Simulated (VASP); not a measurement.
Input of a VASP 6.6.1 run:

INCAR

```
PREC     = Accurate       # precision mode
ENCUT    = 500            # plane-wave cutoff, eV
EDIFF    = 1E-6           # SCF threshold, eV
ISMEAR   = 0              # smearing method
SIGMA    = 0.1            # smearing width, eV
LREAL    = False          # projectors in reciprocal space
LASPH    = True           # aspherical terms in the spheres
NELM     = 120            # most SCF steps
ALGO     = Normal         # electronic algorithm
ISIF     = 2              # what is computed and relaxed
LWAVE    = False          # write WAVECAR
LCHARG   = True           # write CHGCAR
GGA      = PE             # functional
LELF     = True           # ELF
LVHAR    = True         
NBANDS   = 13             # bands
GGA_COMPAT= False
```

The input KPOINTS:

```
Automatic mesh
0
Gamma
  6 6 6
```

The input POSCAR:

```
Sn
1.0
    3.0769742391      0.0000000000      0.0000000000
    0.0000000000      3.0769742391      0.0000000000
    0.0000000000      0.0000000000      3.0968953211
Sn
1
Direct
    0.0000000000      0.0000000000      0.0000000000
```

Potentials or basis: VASP PAW PBE potentials, release 64 (Sn_d).

The run is started by

```bash
$ cat potpaw_PBE.64/Sn_d/POTCAR > POTCAR
$ mpirun -np 1 vasp_std > vasp.out
```

Estimate the band gap on the k mesh.

zero (bands 7 and 8 overlap by 7.23 eV).

Predict the pressure.

0.0 GPa.

Stress tensor (GPa, compression positive):
```
 0.06  0.00  0.00
 0.00  0.06  0.00
 0.00  0.00 -0.10
```

Caveat: spin-orbit coupling is left out, which moves the levels of the heavy elements.
